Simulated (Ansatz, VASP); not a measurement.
**One calculation of Si, two programs**

The input INCAR:

```
SYSTEM = Si
ALGO = Normal
EDIFF = 1E-6
ENCUT = 520
GGA = CA
ISIF = 2
ISMEAR = 0
LASPH = .TRUE.
LCHARG = .FALSE.
LREAL = .FALSE.
LWAVE = .FALSE.
NBANDS = 11
NELM = 100
PREC = Accurate
SIGMA = 0.05
```

KPOINTS

```
k-points
0
G
  12 12 12
  0 0 0
```

File POSCAR:

```
Si
1.0
    0.0000000000      2.7730895811      2.7009735863
    2.7730895811      0.0000000000      2.7009735863
    2.7730895811      2.7730895811      0.0000000000
Si
2
Direct
    0.5022214212      0.4977785788      0.4977785788
    0.7477785788      0.7522214212      0.7522214212
```

Input for Ansatz:

```yaml
crystal:
  lattice:
    - [0.0, 2.7730895811, 2.7009735863]
    - [2.7730895811, 0.0, 2.7009735863]
    - [2.7730895811, 2.7730895811, 0.0]
  atoms:
    - { symbol: Si, position: [0.5022214212, 0.4977785788, 0.4977785788] }
    - { symbol: Si, position: [0.7477785788, 0.7522214212, 0.7522214212] }
basis:
  ecutwfc: 420
kpoints:
  mp_grid: { grid: [12, 12, 12] }
hamiltonian:
  xc: lda
scf:
  occupations: { method: gaussian, width: 0.05 }
output:
  forces: true
  stress: true
  eigenvalues: true
```

Change from the starting cell: mode 4 frozen in at -0.012 Å, equal normal strain along x and y +0.0267.

Alike in both runs: task single point; functional LDA; k mesh 12 × 12 × 12; occupations gaussian, width 0.05 eV; no spin polarisation.

|  | VASP | Ansatz |
| --- | --- | --- |
| version | VASP 6.6.1 | Ansatz 0.2.0 |
| potentials or method | VASP PAW LDA potentials, release 64 (Si), cutoff 520 eV | scalar-relativistic, plane waves, PAW |
| valence electrons in the cell | 8 | 8 |

```csv
,VASP,Ansatz,Ansatz less VASP
gap on the k mesh at the Fermi level (eV),0.20,0.20,+0.001
least direct gap on the mesh (eV),2.23,2.23,+0.002
pressure (GPa),-4.5,-4.5,-0.03
"traceless stress, the component that is largest in VASP (GPa)",1.62,1.62,-0.001
rms of the force components (eV/Å),0.174,0.174,+0.0001
```

LDA's correlation is that of Perdew and Zunger in VASP and of Perdew and Wang (1992) in Ansatz. Atom by atom the forces differ by 0.000 eV/Å (rms over components).
